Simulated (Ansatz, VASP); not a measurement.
One calculation of CaS, two programs

File INCAR:

```
PREC = Accurate
ENCUT = 500
EDIFF = 1E-6
ISMEAR = 0
SIGMA = 0.01
LREAL = False
LASPH = True
NELM = 120
ALGO = Normal
ISIF = 2
LWAVE = False
LCHARG = False
GGA = RP
NBANDS = 15
GGA_COMPAT = False
```

File KPOINTS:

```
regular mesh
0
Gamma
  4 4 4
```

File POSCAR:

```
CaS
1.0
    0.0000000000      2.8430000000      2.8430000000
    2.8430000000      0.0000000000      2.8430000000
    2.8430000000      2.8430000000      0.0000000000
Ca S
1 1
Direct
   -0.0052761168      0.0052761168      0.0052761168
    0.5000000000      0.5000000000      0.5000000000
```

Input for Ansatz:

```yaml
crystal:
  lattice:
    - [0.0, 2.843, 2.843]
    - [2.843, 0.0, 2.843]
    - [2.843, 2.843, 0.0]
  atoms:
    - { symbol: Ca, position: [-0.005276116778051354, 0.005276116778051354, 0.005276116778051354] }
    - { symbol: S, position: [0.5, 0.5, 0.5] }
basis:
  ecutwfc: 653.073269903712
kpoints:
  mp_grid:
    grid: [4, 4, 4]
    shift: [0.0, 0.0, 0.0]
hamiltonian:
  xc: rpbe
scf:
  occupations:
    method: fixed
output:
  polarization: {}
```

Alike in both runs: task single point; functional RPBE; k mesh 4 × 4 × 4; no spin polarisation.

|  | VASP | Ansatz |
| --- | --- | --- |
| version | VASP 6.6.1 | Ansatz 0.2.0 |
| potentials or method | VASP PAW PBE potentials, release 64 (Ca_sv, S), cutoff 500 eV | plane waves, PAW |
| occupations | gaussian, width 0.01 eV | fixed |
| valence electrons in the cell | 16 | 16 |

```tsv
	VASP	Ansatz	Ansatz less VASP
gap on the k mesh at the Fermi level (eV)	2.46	2.47	+0.008
```

VASP's potentials were made for PBE, not for RPBE.

The k mesh is coarse, so the values compare programs but aren't converged.
